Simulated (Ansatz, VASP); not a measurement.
Al: VASP beside Ansatz

The input INCAR:

```
SYSTEM = Al
ALGO = Normal
DIPOL = 0.5 0.5 0.500
EDIFF = 1E-6
ENCUT = 520
GGA = PE
IDIPOL = 3
ISIF = 2
ISMEAR = -1
LASPH = .TRUE.
LCHARG = .FALSE.
LDIPOL = .TRUE.
LREAL = .FALSE.
LWAVE = .FALSE.
NBANDS = 16
NELM = 100
PREC = Accurate
SIGMA = 0.08
```

KPOINTS

```
k-points
0
G
  14 14 1
  0 0 0
```

The input POSCAR:

```
Al
1.0
    2.8574853682      0.0000000000      0.0000000000
    0.0000000000      2.8574853682      0.0000000000
    0.0000000000      0.0000000000     15.2281000000
Al
5
Direct
    0.0000000000      0.0000000000      0.2298382689
    0.5000000000      0.5000000000      0.3646592811
    0.0000000000      0.0000000000      0.4999999965
    0.5000000000      0.5000000000      0.6353407174
    0.0000000000      0.0000000000      0.7701617311
```

Input for Ansatz:

```yaml
crystal:
  lattice:
    - [2.8574853682, 0.0, 0.0]
    - [0.0, 2.8574853682, 0.0]
    - [0.0, 0.0, 15.2281]
  atoms:
    - { symbol: Al, position: [0.0, 0.0, 0.2298382689] }
    - { symbol: Al, position: [0.5, 0.5, 0.3646592811] }
    - { symbol: Al, position: [0.0, 0.0, 0.4999999965] }
    - { symbol: Al, position: [0.5, 0.5, 0.6353407174] }
    - { symbol: Al, position: [0.0, 0.0, 0.7701617311] }
kpoints:
  mp_grid: { grid: [14, 14, 1] }
scf:
  occupations: { method: fermi_dirac, width: 0.08 }
hamiltonian:
  xc: pbe
  pseudopotentials: { kind: all_electron, lapw: { basis_error: 0.001 } }
output:
  forces: true
  stress: true
  eigenvalues: true
efield:
  axis: 3
  amplitude: 0
  dipole_correction: true
```

Alike in both runs: task single point; functional PBE; k mesh 14 × 14 × 1; occupations fermi-dirac, width 0.08 eV; no spin polarisation.

```csv
,VASP,Ansatz
version,VASP 6.6.1,Ansatz 0.2.0
potentials or method,"VASP PAW PBE potentials, release 64 (Al), cutoff 520 eV","all-electron LAPW, scalar-relativistic"
```

```tsv
	VASP	Ansatz	Ansatz less VASP
rms of the force components (eV/Å)	0.005	0.004	-0.0003
```

Atom by atom the forces differ by 0.000 eV/Å (rms over components). Ansatz ran all-electron here, and VASP with PAW potentials. Ansatz's warnings: vacuum density over bound.
